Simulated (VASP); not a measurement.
Wanted: the native input for a VASP 6.6.1 run.

* Task: single point
* Functional: PBE
* Potentials or basis: VASP PAW PBE potentials, release 64 (C)
* Cutoff: 520 eV
* k mesh: 12 × 12 × 1
* Occupations: fermi-dirac, width 0.05 eV
* Spin: no spin polarisation
* Dipole correction: yes
* Further INCAR settings: ALGO = Normal; EDIFF = 1e-06; NBANDS = 26

The structure of C lies in POSCAR:

```
C
1.0
    2.4599989204      0.0000000000      0.0000000000
   -1.2299994602      2.1304215583      0.0000000000
    0.0000000000      0.0000000000     29.5173000000
C
8
Direct
    0.0000000000      0.0000000000      0.2540882804
    0.6666666667      0.3333333333      0.2544660250
    0.6666666667      0.3333333333      0.3677893981
    0.3333333334      0.6666666667      0.3681671427
    0.6666666667      0.3333333333      0.6318328573
    0.3333333334      0.6666666667      0.6322106019
    0.3333333334      0.6666666667      0.7455339750
    0.0000000000      0.0000000000      0.7459117196
```

These files were run (other wordings do the same):

INCAR

```
SYSTEM = C
ALGO = Normal
DIPOL = 0.5 0.5 0.500
EDIFF = 1E-6
ENCUT = 520
GGA = PE
IDIPOL = 3
ISIF = 2
ISMEAR = -1
LASPH = .TRUE.
LCHARG = .FALSE.
LDIPOL = .TRUE.
LREAL = .FALSE.
LWAVE = .FALSE.
NBANDS = 26
NELM = 60
PREC = Accurate
SIGMA = 0.05
```

KPOINTS

```
k-points
0
G
  12 12 1
  0 0 0
```

Potentials or basis: VASP PAW PBE potentials, release 64 (C).

The run is started by

```sh
$ cat potpaw_PBE.64/C/POTCAR > POTCAR
$ mpirun -np 1 vasp_std > vasp.out
```

It gave:

```json
{
 "Largest force": "0.225 eV/Å",
 "Band gap on the k mesh": "zero (filled and empty bands touch)"
}
```

It took 58 s on 1 thread of Intel(R) Xeon(R) Platinum 8559C (Emerald Rapids), with other jobs on the host, peak memory 0.26 GiB.
